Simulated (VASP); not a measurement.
Set up this calculation in VASP 6.6.1, as the native input.

```yaml
Task: relaxation of cell and atoms
Functional: PBEsol
Potentials_or_basis: VASP PAW PBE potentials, release 64 (Ta_pv, Cu)
Cutoff: 600 eV
k_mesh: 9 × 9 × 9
Occupations: fermi-dirac, width 0.05 eV
Spin: no spin polarisation
Target_pressure: 2 GPa
Dipole_correction: no
Further_INCAR_settings: ALGO = Fast; EDIFF = 1e-07; IBRION = 2; EDIFFG = -0.01; NSW = 60; ISIF = 3
```

The structure of Ta3Cu lies in POSCAR:

```
Ta3Cu
1.0
   -2.0065070000      2.0065070000      4.2081700000
    2.0065070000     -2.0065070000      4.2081700000
    2.0065070000      2.0065070000     -4.2081700000
Ta Cu
3 1
Direct
    0.5000000000      0.5000000000      0.0000000000
    0.2500000000      0.7500000000      0.5000000000
    0.7500000000      0.2500000000      0.5000000000
    0.0000000000      0.0000000000      0.0000000000
```

The input as run:

INCAR

```
SYSTEM = Ta3Cu
ALGO = Fast ; EDIFF = 1E-7
EDIFFG = -0.01 ; ENCUT = 600
GGA = PS ; IBRION = 2
ISIF = 3 ; ISMEAR = -1
LASPH = .TRUE. ; LCHARG = .FALSE.
LREAL = .FALSE. ; LWAVE = .FALSE.
NELM = 100 ; NSW = 60
PREC = Accurate ; PSTRESS = 20.0
SIGMA = 0.05
```

KPOINTS

```
k-points
0
G
  9 9 9
  0 0 0
```

Potentials or basis: VASP PAW PBE potentials, release 64 (Ta_pv, Cu).

Command:

```sh
$ cat potpaw_PBE.64/Ta_pv/POTCAR potpaw_PBE.64/Cu/POTCAR > POTCAR
$ mpirun -np 1 vasp_std > vasp.out
```

Results of the run:

```json
{
  "Relaxed volume": "16.23 Å³/atom",
  "Relaxed cell": "a = 4.986 Å, b = 4.986 Å, c = 4.986 Å, α = 133.10°, β = 133.10°, γ = 68.50°",
  "Space group after relaxing (to 0.1 Å)": "I4/mmm (No. 139)",
  "Energy change on relaxing (the run minimises the enthalpy)": "-9.6 meV/atom",
  "Ionic steps": "10",
  "Pressure after relaxing": "2.0 GPa",
  "Band gap on the k mesh": "zero (bands 22 and 23 overlap by 1.47 eV)"
}
```

Caveat: the cell is relaxed towards a set pressure, so the run minimises the enthalpy, not the energy; the PAW data sets were made with another functional, which shifts forces and pressure a little; spin-orbit coupling is left out, which moves the levels of the heavy elements.

Run time: 37 min on 1 thread of Intel(R) Xeon(R) Platinum 8488C (Sapphire Rapids), with other jobs on the host, peak memory 0.38 GiB.
